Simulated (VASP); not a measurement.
Here is a VASP 6.6.1 calculation.

INCAR

```
  PREC = Accurate
  ENCUT = 500
  EDIFF = 1E-6
  ISMEAR = 0
  SIGMA = 0.02
  LREAL = F
  LASPH = T
  NELM = 120
  ALGO = Normal
  ISIF = 2
  LWAVE = F
  LCHARG = T
  GGA = PS
  IVDW = 12
  LELF = T
  LVHAR = T
  NBANDS = 18
  GGA_COMPAT = F
```

KPOINTS

```
Automatic mesh
0
Gamma
  12 12 6
```

File POSCAR:

```
HfS2
1.0
    3.4634811223      0.0000000000      0.0000000000
   -1.7317405611      2.9994626375      0.0000000000
    0.0000000000      0.0000000000      5.3246083368
Hf S
1 2
Direct
    0.0000000000      0.0000000000      0.0000000000
    0.6666666667      0.3333333333      0.7223946561
    0.3333333333      0.6666666667      0.2776053439
```

Potentials or basis: VASP PAW PBE potentials, release 64 (Hf_pv, S).

The run is started by

```sh
$ cat potpaw_PBE.64/Hf_pv/POTCAR potpaw_PBE.64/S/POTCAR > POTCAR
$ mpirun -np 1 vasp_std > vasp.out
```

Question: Estimate the dispersion energy per atom.

Answer: -0.371 eV.

Question: What does it give for the pressure?

Answer: 5.5 GPa.

Question: Predict the band gap on the k mesh.

Answer: Zero (band 11 reaches 5.84 eV, above the bottom of band 12 at 5.76 eV).

Forces on the atoms (eV/Å):
```
Hf   0.000  0.000  0.000
S    0.000  0.000  0.055
S    0.000  0.000 -0.055
```

Caveat: the PAW data sets were made with another functional, which shifts forces and pressure a little; spin-orbit coupling is left out, which moves the levels of the heavy elements; pairwise dispersion overbinds metals, which lowers pressure and volume.
